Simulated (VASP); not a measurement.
# Hg (Pm-3m) in VASP: single point with PBEsol

Aim: the single point of Hg with PBEsol.

Program: VASP 6.6.1. These are calculated values, not measurements. Logs are shortened: lines on timing, memory, paths and dates and some standing lists are left out, and cuts for length are marked.

**1. The cell of the first run**

The structure is cubic, space group Pm-3m (No. 221). Conventional cell: a = 2.948 Å, b = 2.948 Å, c = 2.948 Å, α = 90.00°, β = 90.00°, γ = 90.00°. Within 3.9 Å of Hg (site symmetry m-3m) lie 6 Hg at 2.95 Å.

**2. Single point, PBEsol**

INCAR reads:

```
PREC = Accurate ; ENCUT = 520
EDIFF = 1E-6 ; ISMEAR = -1
SIGMA = 0.13605693000000002 ; LREAL = F
LASPH = T ; NELM = 60
ALGO = Normal ; ISIF = 2
LWAVE = F ; LCHARG = T
GGA = PS ; LELF = T
LVHAR = T ; NBANDS = 12
```

KPOINTS reads:

```
Automatic mesh
0
Gamma
  11 11 11
```

POSCAR reads:

```
Hg
1.0
    2.9481075673      0.0000000000      0.0000000000
    0.0000000000      2.9481075673      0.0000000000
    0.0000000000      0.0000000000      2.9481075673
Hg
1
Direct
    0.0000000000      0.0000000000      0.0000000000
```

Potentials or basis: VASP PAW PBE potentials, release 64 (Hg).

Command:

```
$ cat potpaw_PBE.64/Hg/POTCAR > POTCAR
$ mpirun -np 1 vasp_std > vasp.out
```

OUTCAR:

```text
PREC = Accurate
   ENCUT = 520
   EDIFF = 1E-6
   ISMEAR = -1
   LREAL = F
   LASPH = T
   NELM = 60
   ISIF = 2
   GGA = PS

 ion  position               nearest neighbor table
   1  0.000  0.000  0.000-

  LATTYP: Found a simple cubic cell.
 ALAT       =     2.9481075673

  Lattice vectors:

 A1 = (   2.9481075673,   0.0000000000,   0.0000000000)
 A2 = (   0.0000000000,   2.9481075673,   0.0000000000)
 A3 = (   0.0000000000,   0.0000000000,   2.9481075673)

Analysis of symmetry for initial positions (statically):
=====================================================================
 Subroutine PRICEL returns:
 Original cell was already a primitive cell.

 Routine SETGRP: Setting up the symmetry group for a
 simple cubic supercell.

 Subroutine GETGRP returns: Found 48 space group operations
 (whereof 48 operations were pure point group operations)
 out of a pool of 48 trial point group operations.

The static configuration has the point symmetry O_h .

Analysis of symmetry for dynamics (positions and initial velocities):
=====================================================================
 Subroutine PRICEL returns:
 Original cell was already a primitive cell.

 Routine SETGRP: Setting up the symmetry group for a
 simple cubic supercell.

 Subroutine GETGRP returns: Found 48 space group operations
 (whereof 48 operations were pure point group operations)
 out of a pool of 48 trial point group operations.

The dynamic configuration has the point symmetry O_h .

 Subroutine INISYM returns: Found 48 space group operations
 (whereof 48 operations are pure point group operations),
 and found     1 'primitive' translations

----------------------------------------------------------------------------------------

                                     Primitive cell

  volume of cell :      25.6230

  direct lattice vectors                    reciprocal lattice vectors
     2.948107567  0.000000000  0.000000000     0.339200649  0.000000000  0.000000000
     0.000000000  2.948107567  0.000000000     0.000000000  0.339200649  0.000000000
     0.000000000  0.000000000  2.948107567     0.000000000  0.000000000  0.339200649

  length of vectors
     2.948107567  2.948107567  2.948107567     0.339200649  0.339200649  0.339200649

[... 77 lines left out ...]
   NELM   =     60;   NELMIN=  2; NELMDL= -5     # of ELM steps
   EDIFF  = 0.1E-05   stopping-criterion for ELM
   LREAL  =      F    real-space projection
   EDIFFG = 0.1E-04   stopping-criterion for IOM
   NSW    =      0    number of steps for IOM
   IBRION =     -1    ionic relax: 0-MD 1-quasi-New 2-CG
   NFREE  =      0    steps in history (QN), initial steepest desc. (CG)
   ISIF   =      2    stress and relaxation
   ISYM   =      2    0-nonsym 1-usesym 2-fastsym
   POTIM  = 0.5000    time-step for ionic-motion
   TEBEG  =    0.0;   TEEND  =   0.0 temperature during run
   PSTRESS=    0.0 pullay stress
   NELECT =      12.0000    total number of electrons
   NUPDOWN=      -1.0000    fix difference up-down
   EMIN   =  10.00;   EMAX   =-10.00  energy-range for DOS
   EFERMI =   0.00;   METHOD = LEGACY
   ISMEAR =    -1;   SIGMA  =   0.14  broadening in eV -4-tet -1-fermi 0-gaus
   EFERMI_NEDOS =   21; number of points for ismear=-14 and -15
   IALGO  =     38    algorithm
   IMIX   =      4    mixing-type and parameters
     AMIX     =   0.40;   BMIX     =  1.00
     AMIX_MAG =   1.60;   BMIX_MAG =  1.00
  volume/ion in A,a.u.               =      25.62       172.91
  Fermi-wavevector in a.u.,A,eV,Ry     =   1.271331  2.402467 21.990854  1.616282
  Thomas-Fermi vector in A             =   2.404270
   LORBIT       =      0    0 simple, 1 ext, 2 COOP (PROOUT), +10 PAW based schemes
   GGA     = PS    functional components
   LHFCALC =     F    Hartree Fock is set to
   AEXX    =    0.0000 exact exchange contribution
   IVDW    =     0    specifies the selected vdW correction
   LEPSILON=     F    determine dielectric tensor
   LRPA    =     F    only Hartree local field effects (RPA)
 non-spin polarized calculation
  energy-cutoff  :      520.00
  volume of cell :       25.62
 maximum number of plane-waves:       739
 NGX is ok and might be reduce to    24
   NGX = 11   NGY = 11   NGZ = 11

 number of electron      11.9999998 magnetization

 Free energy of the ion-electron system (eV)
  ---------------------------------------------------
  ext. energy  EPLUGINS =         0.00000000
  ---------------------------------------------------
  free energy    TOTEN  =        -0.56044295 eV

  energy without entropy =       -0.54262568  energy(sigma->0) =       -0.55153432

 E-fermi :   1.9845     XC(G=0): -10.5192

 val. band max:        1.9565630433   @ k =   0.4545   0.4545   0.0909
 cond. band min:       2.3399791296   @ k =   0.4545   0.1818   0.1818
 fundamental gap:      0.3834160863
 Fermi energy:         1.9845199778

 k-point     1 :       0.0000    0.0000    0.0000
  band No.  band energies     occupation
      1      -6.7055      2.00000
      2      -6.1697      2.00000
      3      -6.1697      2.00000
      4      -3.8325      2.00000
      5      -3.8325      2.00000
      6      -3.8325      2.00000
      7      12.3582      0.00000
      8      12.3582      0.00000
      9      12.3582      0.00000
     10      15.9048      0.00000
     11      17.8358      0.00000
     12      17.8358      0.00000
[... 331 lines left out ...]
 k-point    24 :       0.2727    0.0909    0.0909
  band No.  band energies     occupation
      1      -5.8962      2.00000
      2      -5.8260      2.00000
      3      -4.6610      2.00000
      4      -4.3390      2.00000
      5      -4.0556      2.00000
      6      -3.9073      2.00000
      7       5.9373      0.00000
      8      12.4121      0.00000
      9      12.8471      0.00000
     10      18.2181      0.00000
     11      19.1358      0.00000
     12      21.7474      0.00000

 [... further k-points ...]
[... 5 lines left out ...]
  --------------------------------------------------------------------------------------
  -------------------------------------------------------------------------------------
  Total        0.0533112      0.0533112      0.0533112      0.0000000      0.0000000     -0.0000000
  in kB        3.3334883      3.3334883      3.3334883      0.0000000      0.0000000     -0.0000000
  external PRESSURE =       3.3334883 kB  Pullay stress =       0.0000000 kB

 VOLUME and BASIS-vectors are now :
 -----------------------------------------------------------------------------
  energy-cutoff  :      520.00
  volume of cell :       25.62
      direct lattice vectors                 reciprocal lattice vectors
     2.948107567  0.000000000  0.000000000     0.339200649  0.000000000  0.000000000
     0.000000000  2.948107567  0.000000000     0.000000000  0.339200649  0.000000000
     0.000000000  0.000000000  2.948107567     0.000000000  0.000000000  0.339200649

 POSITION                                       TOTAL-FORCE (eV/Angst)
 -----------------------------------------------------------------------------------
      0.00000      0.00000      0.00000         0.000000      0.000000      0.000000
 -----------------------------------------------------------------------------------
    total drift:                               -0.000000     -0.000000      0.000000

  FREE ENERGIE OF THE ION-ELECTRON SYSTEM (eV)
  ---------------------------------------------------
  free  energy   TOTEN  =        -0.5604429494 eV

  energy  without entropy=       -0.5426256818  energy(sigma->0) =       -0.55153432
```

Wall time 6 s (1 thread of Intel Xeon 6975P-C, shared host); peak memory 0.15 GiB.

What came out:

```
Free energy            : -0.5604 eV
Pressure               : 0.3 GPa
Band gap on the k mesh : zero (band 6 reaches 5.21 eV, above the bottom of band 7 at 0.85 eV)
```

Levels at points of the mesh, in eV from the Fermi level:
```csv
k point,band 2,band 3,band 4,band 5,band 6,band 7,band 8,band 9,band 10,band 11
"(0.00, 0.00, 0.00)",-8.15,-8.15,-5.82,-5.82,-5.82,10.37,10.37,10.37,13.92,15.85
```

Caveat: the PAW data sets were made with another functional, which shifts forces and pressure a little; spin-orbit coupling is left out, which moves the levels of the heavy elements.
